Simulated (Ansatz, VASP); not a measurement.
# One calculation of MgZr2N, two programs

```
CELL_PARAMETERS angstrom
3.25848 0.00000 0.00000
-1.62924 2.82193 0.00000
0.00000 0.00000 7.82226
ATOMIC_POSITIONS crystal
Mg 0.00000 0.00000 0.50000
Zr 0.33333 0.66667 0.15974
Zr 0.66667 0.33333 0.84026
N 0.00000 0.00000 0.00000
```

Change from the starting cell: species swapped into the ScAgSe2 type (P-3m1, No. 164).

Alike in both runs: functional PBE; k mesh 6 × 6 × 4; occupations gaussian, width 0.1 eV; no spin polarisation.

Ansatz relaxed the structure, and its values are those at the end. VASP's run is a single point on that final structure, the one shown.

|  | VASP | Ansatz |
| --- | --- | --- |
| version | VASP 6.6.1 | Ansatz 0.2.0 |
| potentials or method | VASP PAW PBE potentials, release 64 (Mg, Zr_sv, N), cutoff 520 eV | scalar-relativistic, plane waves, PAW |
| valence electrons in the cell | 31 | 39 |

|  | VASP | Ansatz | Ansatz less VASP |
| --- | --- | --- | --- |
| gap on the k mesh at the Fermi level (eV) | none | none | - |
| pressure (GPa) | 0.2 | 0.1 | -0.06 |
| rms of the force components (eV/Å) | 0.019 | 0.008 | -0.0114 |

A gap of «none» marks a metal or a gap that the smearing closes. The functional is the same, so the differences come from potentials, cutoffs and numerics. VASP's potentials hold 31 valence electrons a cell and Ansatz's 39, so a difference there can come from the potentials and not from the codes.

The k mesh is coarse, so the values compare programs but aren't converged.
